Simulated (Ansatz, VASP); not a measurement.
Given: the input of a run of VASP 6.6.1 on Pd.

Contents of INCAR:

```
SYSTEM = Pd
PREC = Accurate ; ENCUT = 600
EDIFF = 1E-7 ; ISMEAR = -1
SIGMA = 0.05 ; LREAL = .FALSE.
LASPH = .TRUE. ; NELM = 60
ALGO = Normal ; ISIF = 3
LWAVE = .FALSE. ; LCHARG = .FALSE.
GGA = RP ; IVDW = 12
IBRION = 2 ; NSW = 80
EDIFFG = -0.02
```

The input KPOINTS:

```
regular mesh
0
G
  12 12 12
  0 0 0
```

Contents of POSCAR:

```
Pd
1.0
    0.0000000000      1.9465000000      1.9465000000
    1.9465000000      0.0000000000      1.9465000000
    1.9465000000      1.9465000000      0.0000000000
Pd
1
Direct
    0.0000000000      0.0000000000      0.0000000000
```

Potentials or basis: VASP PAW PBE potentials, release 64 (Pd).

The run is started by

```console
$ cat potpaw_PBE.64/Pd/POTCAR > POTCAR
$ mpirun -np 1 vasp_std > vasp.out
```

Problem. Translate it to Ansatz 0.2.0. Potentials there: all-electron LAPW, scalar-relativistic.

Solution. As run (the cutoff follows the program's own potentials):

The input input.yaml:

```yaml
crystal:
  lattice:
    - [0.0, 1.9465, 1.9465]
    - [1.9465, 0.0, 1.9465]
    - [1.9465, 1.9465, 0.0]
  atoms:
    - { symbol: Pd, position: [0.0, 0.0, 0.0] }
kpoints:
  mp_grid: { grid: [12, 12, 12] }
scf:
  occupations: { method: fermi_dirac, width: 0.05 }
hamiltonian:
  xc: rpbe
  dispersion: d3bj
  pseudopotentials: { kind: all_electron, lapw: { basis_error: 0.001 } }
output:
  forces: true
  stress: true
relax:
  f_tol: 0.02
  max_steps: 60
  cell: {}
```

Potentials or basis: all-electron LAPW, scalar-relativistic.

Run with:

```bash
$ ansatz run input.yaml --threads 1 --pin off --max-ram 3072MiB --backend cpu --events-out ev --progress --plain --runs-dir out
```

Both were run:

|  | VASP | Ansatz | Ansatz less VASP |
| --- | --- | --- | --- |
| relaxed volume (Å³/atom) | 12.91 | 12.92 | +0.017 |
| relaxed cell length with the largest relative difference (Å) | 2.633 | 2.634 | +0.0012 |

VASP's potentials were made for PBE, not for RPBE. Ansatz ran all-electron here, and VASP with PAW potentials.
